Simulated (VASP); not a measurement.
# K2S (fluorite type) (Fm-3m) in VASP: notebook

K2S (fluorite type) is run at these levels: PBE; tasks: single point.

All numbers are computed with VASP 6.6.1; they aren't measurements. Logs are shortened: lines on timing, memory, paths and dates and some standing lists are left out, and cuts for length are marked.

**1. The cell of the first run**

The structure is cubic, space group Fm-3m (No. 225). Conventional cell: a = 7.512 Å, b = 7.512 Å, c = 7.512 Å, α = 90.00°, β = 90.00°, γ = 90.00°. S (site symmetry m-3m) has 8 K at 3.25 Å within 4.3 Å. K (site symmetry -43m) has 4 S at 3.25 Å and 6 K at 3.76 Å within 4.3 Å.

**2. Single point, PBE (35.33 Å³/atom)**

INCAR reads:

```
PREC     = Accurate       # precision mode
ENCUT    = 500            # plane-wave cutoff, eV
EDIFF    = 1E-6           # SCF threshold, eV
ISMEAR   = -1             # smearing method
SIGMA    = 0.03           # smearing width, eV
LREAL    = False          # projectors in reciprocal space
LASPH    = True           # aspherical terms in the spheres
NELM     = 120            # most SCF steps
ALGO     = Normal         # electronic algorithm
ISIF     = 2              # what is computed and relaxed
LWAVE    = False          # write WAVECAR
LCHARG   = False          # write CHGCAR
GGA      = PE             # functional
NBANDS   = 19             # bands
GGA_COMPAT= False
```

KPOINTS reads:

```
Automatic mesh
0
Gamma
  10 10 10
```

POSCAR reads:

```
K2S
1.0
    0.0000000000      3.7560368645      3.7560368645
    3.7560368645      0.0000000000      3.7560368645
    3.7560368645      3.7560368645      0.0000000000
S K
1 2
Direct
    0.0000000000      0.0000000000      0.0000000000
    0.2500000000      0.2500000000      0.2500000000
    0.7500000000      0.7500000000      0.7500000000
```

Potentials or basis: VASP PAW PBE potentials, release 64 (S, K_sv).

Launch:

```sh
$ cat potpaw_PBE.64/S/POTCAR potpaw_PBE.64/K_sv/POTCAR > POTCAR
$ mpirun -np 1 vasp_std > vasp.out
```

OUTCAR:

```text
PREC = Accurate
   ENCUT = 500
   EDIFF = 1E-6
   ISMEAR = -1
   LREAL = False
   LASPH = True
   NELM = 120
   ISIF = 2
   GGA = PE

 ion  position               nearest neighbor table
   1  0.000  0.000  0.000-   3 3.25   3 3.25   3 3.25   2 3.25   2 3.25   2 3.25   3 3.25   2 3.25

   2  0.250  0.250  0.250-   1 3.25   1 3.25   1 3.25   1 3.25   3 3.76   3 3.76   3 3.76   3 3.76
                             3 3.76   3 3.76
   3  0.750  0.750  0.750-   1 3.25   1 3.25   1 3.25   1 3.25   2 3.76   2 3.76   2 3.76   2 3.76
                             2 3.76   2 3.76

  LATTYP: Found a face centered cubic cell.
 ALAT       =     7.5120737290

  Lattice vectors:

 A1 = (   0.0000000000,   3.7560368645,   3.7560368645)
 A2 = (   3.7560368645,   0.0000000000,   3.7560368645)
 A3 = (   3.7560368645,   3.7560368645,   0.0000000000)

Analysis of symmetry for initial positions (statically):
=====================================================================
 Subroutine PRICEL returns:
 Original cell was already a primitive cell.

 Routine SETGRP: Setting up the symmetry group for a
 face centered cubic supercell.

 Subroutine GETGRP returns: Found 48 space group operations
 (whereof 48 operations were pure point group operations)
 out of a pool of 48 trial point group operations.

The static configuration has the point symmetry O_h .

Analysis of symmetry for dynamics (positions and initial velocities):
=====================================================================
 Subroutine PRICEL returns:
 Original cell was already a primitive cell.

 Routine SETGRP: Setting up the symmetry group for a
 face centered cubic supercell.

 Subroutine GETGRP returns: Found 48 space group operations
 (whereof 48 operations were pure point group operations)
 out of a pool of 48 trial point group operations.

The dynamic configuration has the point symmetry O_h .

 Subroutine INISYM returns: Found 48 space group operations
 (whereof 48 operations are pure point group operations),
 and found     1 'primitive' translations

----------------------------------------------------------------------------------------

                                     Primitive cell

  volume of cell :     105.9789

  direct lattice vectors                    reciprocal lattice vectors
     0.000000000  3.756036864  3.756036864    -0.133119034  0.133119034  0.133119034
     3.756036864  0.000000000  3.756036864     0.133119034 -0.133119034  0.133119034
     3.756036864  3.756036864  0.000000000     0.133119034  0.133119034 -0.133119034

  length of vectors
     5.311838275  5.311838275  5.311838275     0.230568931  0.230568931  0.230568931

  position of ions in fractional coordinates (direct lattice)
     0.000000000  0.000000000  0.000000000
     0.250000000  0.250000000  0.250000000
     0.750000000  0.750000000  0.750000000

  ion indices of the primitive-cell ions
   primitive index   ion index
                 1           1
                 2           2
                 3           3

----------------------------------------------------------------------------------------

 KPOINTS: Automatic mesh

Automatic generation of k-mesh.
 Grid dimensions read from file:
 generate k-points for:   10   10   10

 Generating k-lattice:

  Cartesian coordinates                     Fractional coordinates (reciprocal lattice)
    -0.013311903  0.013311903  0.013311903     0.100000000  0.000000000  0.000000000
     0.013311903 -0.013311903  0.013311903     0.000000000  0.100000000  0.000000000
     0.013311903  0.013311903 -0.013311903     0.000000000  0.000000000  0.100000000

  Length of vectors
     0.023056893  0.023056893  0.023056893

  Shift w.r.t. Gamma in fractional coordinates (k-lattice)
     0.000000000  0.000000000  0.000000000

 Subroutine IBZKPT returns following result:
 ===========================================

 Found     47 irreducible k-points:

 Following reciprocal coordinates:
            Coordinates               Weight
  0.000000  0.000000  0.000000      1.000000
  0.100000  0.000000  0.000000      8.000000
  0.200000  0.000000  0.000000      8.000000
  0.300000  0.000000  0.000000      8.000000
  0.400000  0.000000  0.000000      8.000000
  0.500000  0.000000  0.000000      4.000000
[... 16 lines left out ...]
  0.300000  0.300000  0.000000      6.000000
  0.400000  0.300000  0.000000     24.000000
 [... further k-points ...]
   k-points           NKPTS =     47   k-points in BZ     NKDIM =     47   number of bands    NBANDS=     19
   number of dos      NEDOS =    301   number of ions     NIONS =      3
   total plane-waves  NPLWV =  64000
   dimension x,y,z NGX =    40 NGY =   40 NGZ =   40
   dimension x,y,z NGXF=    80 NGYF=   80 NGZF=   80
   ions per type =               1   2
   NGX,Y,Z   is equivalent  to a cutoff of  12.52, 12.52, 12.52 a.u.
   NGXF,Y,Z  is equivalent  to a cutoff of  25.04, 25.04, 25.04 a.u.
 SYSTEM =  unknown system
   PREC   = accura    normal or accurate (medium, high low for compatibility)
   ISTART =      0    job   : 0-new  1-cont  2-samecut
   ICHARG =      2    charge: 1-file 2-atom 10-const
   ISPIN  =      1    spin polarized calculation?
   LNONCOLLINEAR =      F non collinear calculations
   LSORBIT =      F    spin-orbit coupling
   LASPH  =      T    aspherical Exc in radial PAW
   ENCUT  =  500.0 eV  36.75 Ry    6.06 a.u.   9.68  9.68  9.68*2*pi/ulx,y,z
   NELM   =    120;   NELMIN=  2; NELMDL= -5     # of ELM steps
   EDIFF  = 0.1E-05   stopping-criterion for ELM
   LREAL  =      F    real-space projection
   EDIFFG = 0.1E-04   stopping-criterion for IOM
   NSW    =      0    number of steps for IOM
   IBRION =     -1    ionic relax: 0-MD 1-quasi-New 2-CG
   NFREE  =      0    steps in history (QN), initial steepest desc. (CG)
   ISIF   =      2    stress and relaxation
   ISYM   =      2    0-nonsym 1-usesym 2-fastsym
   POTIM  = 0.5000    time-step for ionic-motion
   TEBEG  =    0.0;   TEEND  =   0.0 temperature during run
   PSTRESS=    0.0 pullay stress
   NELECT =      24.0000    total number of electrons
   NUPDOWN=      -1.0000    fix difference up-down
   EMIN   =  10.00;   EMAX   =-10.00  energy-range for DOS
   EFERMI =   0.00;   METHOD = LEGACY
   ISMEAR =    -1;   SIGMA  =   0.03  broadening in eV -4-tet -1-fermi 0-gaus
   EFERMI_NEDOS =   21; number of points for ismear=-14 and -15
   IALGO  =     38    algorithm
   IMIX   =      4    mixing-type and parameters
     AMIX     =   0.40;   BMIX     =  1.00
     AMIX_MAG =   1.60;   BMIX_MAG =  1.00
  volume/ion in A,a.u.               =      35.33       238.39
  Fermi-wavevector in a.u.,A,eV,Ry     =   0.997866  1.885693 13.547808  0.995736
  Thomas-Fermi vector in A             =   2.130051
   LORBIT       =      0    0 simple, 1 ext, 2 COOP (PROOUT), +10 PAW based schemes
   GGA     = PE    functional components
   LHFCALC =     F    Hartree Fock is set to
   AEXX    =    0.0000 exact exchange contribution
   IVDW    =     0    specifies the selected vdW correction
   LEPSILON=     F    determine dielectric tensor
   LRPA    =     F    only Hartree local field effects (RPA)
 non-spin polarized calculation
  energy-cutoff  :      500.00
  volume of cell :      105.98
 maximum number of plane-waves:      2733
   NGX = 19   NGY = 19   NGZ = 19

 number of electron      24.0000003 magnetization

 Free energy of the ion-electron system (eV)
  ---------------------------------------------------
  ext. energy  EPLUGINS =         0.00000000
  ---------------------------------------------------
  free energy    TOTEN  =        -9.41926393 eV

  energy without entropy =       -9.41926393  energy(sigma->0) =       -9.41926393

 E-fermi :   0.2350     XC(G=0):  -7.1809

 val. band max:       -0.4867005871   @ k =   0.5000   0.5000   0.0000
 cond. band min:       1.7847518510   @ k =   0.0000   0.0000   0.0000
 fundamental gap:      2.2714524381
 Fermi energy:         0.2350484462

 k-point     1 :       0.0000    0.0000    0.0000
  band No.  band energies     occupation
      1     -29.7908      2.00000
      2     -29.7216      2.00000
      3     -13.3713      2.00000
      4     -13.3713      2.00000
      5     -13.3713      2.00000
      6     -13.1608      2.00000
[... 11 lines left out ...]
     18       6.8372      0.00000
     19       7.7076      0.00000

 k-point     2 :       0.1000    0.0000    0.0000
  band No.  band energies     occupation
      1     -29.7890      2.00000
      2     -29.7233      2.00000
      3     -13.3689      2.00000
      4     -13.3667      2.00000
      5     -13.3667      2.00000
      6     -13.1743      2.00000
[... 11 lines left out ...]
     18       6.9048      0.00000
     19       7.5814      0.00000

 k-point     3 :       0.2000    0.0000    0.0000
  band No.  band energies     occupation
      1     -29.7839      2.00000
      2     -29.7280      2.00000
      3     -13.3631      2.00000
      4     -13.3535      2.00000
      5     -13.3535      2.00000
      6     -13.2086      2.00000
[... 11 lines left out ...]
     18       7.0414      0.00000
     19       7.0628      0.00000

 k-point     4 :       0.3000    0.0000    0.0000
  band No.  band energies     occupation
      1     -29.7760      2.00000
      2     -29.7354      2.00000
      3     -13.3567      2.00000
      4     -13.3323      2.00000
      5     -13.3323      2.00000
      6     -13.2488      2.00000
[... 407 lines left out ...]
     18       6.8678      0.00000
     19       7.1083      0.00000

 k-point    23 :       0.3000    0.3000    0.0000
  band No.  band energies     occupation
      1     -29.7750      2.00000
      2     -29.7360      2.00000
      3     -13.4151      2.00000
      4     -13.4056      2.00000
      5     -13.4056      2.00000
      6     -13.1968      2.00000
[... 11 lines left out ...]
     18       6.8547      0.00000
     19       7.1932      0.00000

 k-point    24 :       0.4000    0.3000    0.0000
  band No.  band energies     occupation
      1     -29.7704      2.00000
      2     -29.7402      2.00000
      3     -13.4644      2.00000
      4     -13.4074      2.00000
      5     -13.4066      2.00000
      6     -13.1603      2.00000
[... 11 lines left out ...]
     18       6.8198      0.00000
     19       7.4187      0.00000

 [... further k-points ...]

------------------------ aborting loop because EDIFF is reached ----------------------------------------

  FORCE on cell =-STRESS in cart. coord.  units (eV):
  Direction    XX          YY          ZZ          XY          YZ          ZX
  --------------------------------------------------------------------------------------
  -------------------------------------------------------------------------------------
  Total       -0.2124301     -0.2124301     -0.2124301     -0.0000000      0.0000000     -0.0000000
  in kB       -3.2114942     -3.2114942     -3.2114942     -0.0000000      0.0000000     -0.0000000
  external PRESSURE =      -3.2114942 kB  Pullay stress =       0.0000000 kB

 VOLUME and BASIS-vectors are now :
 -----------------------------------------------------------------------------
  energy-cutoff  :      500.00
  volume of cell :      105.98
      direct lattice vectors                 reciprocal lattice vectors
     0.000000000  3.756036864  3.756036864    -0.133119034  0.133119034  0.133119034
     3.756036864  0.000000000  3.756036864     0.133119034 -0.133119034  0.133119034
     3.756036864  3.756036864  0.000000000     0.133119034  0.133119034 -0.133119034

 POSITION                                       TOTAL-FORCE (eV/Angst)
 -----------------------------------------------------------------------------------
      0.00000      0.00000      0.00000         0.000000      0.000000      0.000000
      1.87802      1.87802      1.87802         0.000000      0.000000     -0.000000
      5.63406      5.63406      5.63406        -0.000000     -0.000000     -0.000000
 -----------------------------------------------------------------------------------
    total drift:                               -0.000000     -0.000000      0.000000

  FREE ENERGIE OF THE ION-ELECTRON SYSTEM (eV)
  ---------------------------------------------------
  free  energy   TOTEN  =        -9.4192639347 eV

  energy  without entropy=       -9.4192639346  energy(sigma->0) =       -9.41926393
```

Run time: 3 min. Hardware: 1 thread of Oxide Virtual Turin-like, shared host; peak memory 0.24 GiB.

Results:

```yaml
Free_energy: -9.4193 eV
Pressure: -0.3 GPa
Band_gap_on_the_k_mesh: 2.27 eV (least direct gap 2.43 eV)
```

Levels at points of the mesh, in eV from the valence-band top:
| k point | band 9 | band 10 | band 11 | band 12 | band 13 | band 14 | band 15 | band 16 |
| --- | --- | --- | --- | --- | --- | --- | --- | --- |
| (0.00, 0.00, 0.00) | -9.58 | -0.16 | -0.16 | -0.16 | 2.27 | 5.45 | 5.45 | 7.32 |
| (0.50, 0.00, 0.00) | -9.41 | -0.59 | -0.05 | -0.05 | 4.63 | 4.82 | 5.75 | 5.75 |
| (0.50, 0.50, 0.00) | -9.37 | -0.70 | 0.00 | 0.00 | 3.50 | 5.20 | 6.37 | 6.56 |

A k mesh can miss the band edges.

**3. Single point, PBE (36.71 Å³/atom)**

This run uses another cell than the first one, of 36.71 Å³/atom.

INCAR reads:

```
  ALGO = Normal
  EDIFF = 1E-6
  ENCUT = 500
  GGA = PE
  GGA_COMPAT = False
  ISIF = 2
  ISMEAR = -1
  LASPH = True
  LCHARG = True
  LELF = True
  LREAL = False
  LVHAR = True
  LWAVE = False
  NBANDS = 19
  NELM = 120
  PREC = Accurate
  SIGMA = 0.03
```

KPOINTS reads:

```
k-points
0
Gamma
  10 10 10
```

POSCAR reads:

```
K2S
1.0
    0.0000000000      3.8045072023      3.8045072023
    3.8045072023      0.0000000000      3.8045072023
    3.8045072023      3.8045072023      0.0000000000
S K
1 2
Direct
    0.0000000000      0.0000000000      0.0000000000
    0.2500000000      0.2500000000      0.2500000000
    0.7500000000      0.7500000000      0.7500000000
```

Potentials or basis: VASP PAW PBE potentials, release 64 (S, K_sv).

Launch:

```sh
$ cat potpaw_PBE.64/S/POTCAR potpaw_PBE.64/K_sv/POTCAR > POTCAR
$ mpirun -np 1 vasp_std > vasp.out
```

OUTCAR:

```text
EDIFF = 1E-6
   ENCUT = 500
   GGA = PE
   ISIF = 2
   ISMEAR = -1
   LASPH = True
   LREAL = False
   NELM = 120
   PREC = Accurate

 ion  position               nearest neighbor table
   1  0.000  0.000  0.000-   3 3.29   3 3.29   3 3.29   2 3.29   3 3.29   2 3.29   2 3.29   2 3.29

   2  0.250  0.250  0.250-   1 3.29   1 3.29   1 3.29   1 3.29   3 3.80   3 3.80   3 3.80   3 3.80
                             3 3.80   3 3.80
   3  0.750  0.750  0.750-   1 3.29   1 3.29   1 3.29   1 3.29   2 3.80   2 3.80   2 3.80   2 3.80
                             2 3.80   2 3.80

  LATTYP: Found a face centered cubic cell.
 ALAT       =     7.6090144046

  Lattice vectors:

 A1 = (   0.0000000000,   3.8045072023,   3.8045072023)
 A2 = (   3.8045072023,   0.0000000000,   3.8045072023)
 A3 = (   3.8045072023,   3.8045072023,   0.0000000000)

Analysis of symmetry for initial positions (statically):
=====================================================================
 Subroutine PRICEL returns:
 Original cell was already a primitive cell.

 Routine SETGRP: Setting up the symmetry group for a
 face centered cubic supercell.

[... 165 lines left out ...]
  energy without entropy =       -9.40367003  energy(sigma->0) =       -9.40367003

 E-fermi :   0.0904     XC(G=0):  -7.0441

 val. band max:       -0.6021020156   @ k =   0.5000   0.5000   0.0000
 cond. band min:       1.5743031530   @ k =   0.0000   0.0000   0.0000
 fundamental gap:      2.1764051686
 Fermi energy:         0.0904370777

 k-point     1 :       0.0000    0.0000    0.0000
  band No.  band energies     occupation
      1     -29.9868      2.00000
      2     -29.9276      2.00000
      3     -13.5559      2.00000
      4     -13.5559      2.00000
      5     -13.5559      2.00000
      6     -13.3672      2.00000
[... 505 lines left out ...]
      6     -13.3674      2.00000
[... 11 lines left out ...]
     18       6.5979      0.00000
     19       7.1373      0.00000

 [... further k-points ...]

------------------------ aborting loop because EDIFF is reached ----------------------------------------

  FORCE on cell =-STRESS in cart. coord.  units (eV):
  Direction    XX          YY          ZZ          XY          YZ          ZX
  --------------------------------------------------------------------------------------
  -------------------------------------------------------------------------------------
  Total       -0.6311505     -0.6311505     -0.6311505      0.0000000      0.0000000     -0.0000000
  in kB       -9.1815987     -9.1815987     -9.1815987      0.0000000      0.0000000     -0.0000000
  external PRESSURE =      -9.1815987 kB  Pullay stress =       0.0000000 kB

 VOLUME and BASIS-vectors are now :
 -----------------------------------------------------------------------------
  energy-cutoff  :      500.00
  volume of cell :      110.13
      direct lattice vectors                 reciprocal lattice vectors
     0.000000000  3.804507202  3.804507202    -0.131423066  0.131423066  0.131423066
     3.804507202  0.000000000  3.804507202     0.131423066 -0.131423066  0.131423066
     3.804507202  3.804507202  0.000000000     0.131423066  0.131423066 -0.131423066

 POSITION                                       TOTAL-FORCE (eV/Angst)
 -----------------------------------------------------------------------------------
      0.00000      0.00000      0.00000         0.000000     -0.000000     -0.000000
      1.90225      1.90225      1.90225         0.000000      0.000000      0.000000
      5.70676      5.70676      5.70676        -0.000000     -0.000000     -0.000000
 -----------------------------------------------------------------------------------
    total drift:                               -0.000000     -0.000000      0.000000

  FREE ENERGIE OF THE ION-ELECTRON SYSTEM (eV)
  ---------------------------------------------------
  free  energy   TOTEN  =        -9.4036700332 eV

  energy  without entropy=       -9.4036700332  energy(sigma->0) =       -9.40367003
```

stdout:

```text
POSCAR found type information on POSCAR S K
 POSCAR found :  2 types and       3 ions
 scaLAPACK will be used
 LDA part: xc-table for (Slater+PW92), standard interpolation
 POSCAR, INCAR and KPOINTS ok, starting setup
 FFT: planning ... GRIDC
 FFT: planning ... GRID_SOFT
 FFT: planning ... GRID
 WAVECAR not read
 entering main loop
```

It took 2.3 min on 1 thread of Oxide Virtual Turin-like, shared host; peak memory 0.24 GiB.

What came out:

| Item | Value |
| --- | --- |
| Free energy | -9.4037 eV |
| Pressure | -0.9 GPa |
| Band gap on the k mesh | 2.18 eV (least direct gap 2.30 eV) |

A k mesh can miss the band edges.
